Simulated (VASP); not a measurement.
Sb3Se, 4 atoms in the cell. Symmetry: P4/mmm, No. 123, tetragonal system. The conventional cell has a = 3.731 Å, b = 3.731 Å, c = 7.389 Å, α = 90.00°, β = 90.00°, γ = 90.00°. Sb (site symmetry 4mm) has 4 Se at 3.19 Å and 10 Sb at 3.25 to 3.80 Å within 4.2 Å. Sb (site symmetry 4/mmm) has 12 Sb at 3.25 to 3.73 Å and 2 Se at 3.69 Å within 4.3 Å. Se (site symmetry 4/mmm) has 10 Sb at 3.19 to 3.69 Å and 4 Se at 3.73 Å within 4.2 Å. The cell was built from a structure type or drawn by symmetry, and may not be a known phase.

```yaml
Program: VASP 6.6.1
Task: single point
Functional: PBE
Potentials_or_basis: VASP PAW PBE potentials, release 64 (Sb, Se)
Cutoff: 520 eV
k_mesh: 6 × 6 × 4
Occupations: gaussian, width 0.1 eV
Spin: no spin polarisation
Dipole_correction: no
Further_INCAR_settings: ALGO = Normal; EDIFF = 1e-07; NBANDS = 18
```

Potentials or basis: VASP PAW PBE potentials, release 64 (Sb, Se).

The run is started by

```sh
$ cat potpaw_PBE.64/Sb/POTCAR potpaw_PBE.64/Se/POTCAR > POTCAR
$ mpirun -np 1 vasp_std > vasp.out
```

Hardware: 1 thread of Intel(R) Xeon(R) Platinum 8559C (Emerald Rapids), on a shared host.

**Question.** Estimate the wall time of this run.

**Answer.** It took 31 s on 1 thread of Intel(R) Xeon(R) Platinum 8559C (Emerald Rapids), on a shared host, peak memory 0.22 GiB. Counts: scf iterations 14, k points 30.
